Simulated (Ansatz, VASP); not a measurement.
## Al2Si: VASP beside Ansatz

```xyz
3
Lattice="-1.6967 1.6967 4.1736 1.6967 -1.6967 4.1736 1.6967 1.6967 -4.1736" Properties=species:S:1:pos:R:3 pbc="T T T"
Al    0.0000    0.0000    5.5387
Al    0.0000    0.0000    2.8085
Si    0.0000    0.0000    0.0000
```

Alike in both runs: task relaxation of cell and atoms; functional PBE; k mesh 20 × 20 × 20; occupations gaussian, width 0.1 eV; no spin polarisation.

|  | VASP | Ansatz |
| --- | --- | --- |
| version | VASP 6.6.1 | Ansatz 0.2.0 |
| potentials or method | VASP PAW PBE potentials, release 64 (Al, Si), cutoff 600 eV | scalar-relativistic, plane waves, PAW |
| valence electrons in the cell | 10 | 10 |

|  | VASP | Ansatz | Ansatz less VASP |
| --- | --- | --- | --- |
| gap on the k mesh at the Fermi level, each at its own relaxed structure (eV) | none | none | - |
| relaxed volume (Å³/atom) | 16.04 | 16.04 | +0.003 |
| relaxed cell length with the largest relative difference (Å) | 4.744 | 4.746 | +0.0026 |

A gap of «none» marks a metal or a gap that the smearing closes.
